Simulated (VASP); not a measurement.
The system is GaCu.

```xyz
2
Lattice="0.0000 2.4986 2.4986 2.4986 0.0000 2.4986 2.4986 2.4986 0.0000" Properties=species:S:1:pos:R:3 pbc="T T T"
Ga    2.4986    2.4986    2.4986
Cu    0.0000    0.0000    0.0000
```

The cell was generated, and may not be a known phase.

* Program: VASP 6.6.1
* Task: relaxation of cell and atoms
* Functional: PBE
* Potentials or basis: VASP PAW PBE potentials, release 64 (Ga_d, Cu)
* Cutoff: 600 eV
* k mesh: 6 × 6 × 6
* Occupations: gaussian, width 0.1 eV
* Spin: no spin polarisation

At the start: pressure 5.1 GPa; volume 15.60 Å³/atom.

Task: Where does the relaxation end?

Result: Over 3 steps the energy falls by 14.3 meV/atom and the volume is 16.54 Å³/atom (+6.0 %); space group Fm-3m (No. 225, to 0.1 Å) before and after.

The path:
```csv
step,energy change (eV),largest force (eV/Å),pressure (GPa),volume (Å³)
1,0.0000,0.0000,5.09,31.20
2,-0.0275,0.0000,-0.99,33.49
3,-0.0286,0.0000,0.22,33.07
```

Final structure:
```
Ga Cu
1.0
     0.00000    2.54769    2.54769
     2.54769    0.00000    2.54769
     2.54769    2.54769    0.00000
Ga Cu
1 1
Cartesian
  2.5477 2.5477 2.5477
  0.0000 0.0000 0.0000
```

Caveat: the k points lie up to 0.36 Å⁻¹ apart in the final cell, too coarse for converged energies and pressures of a metal.
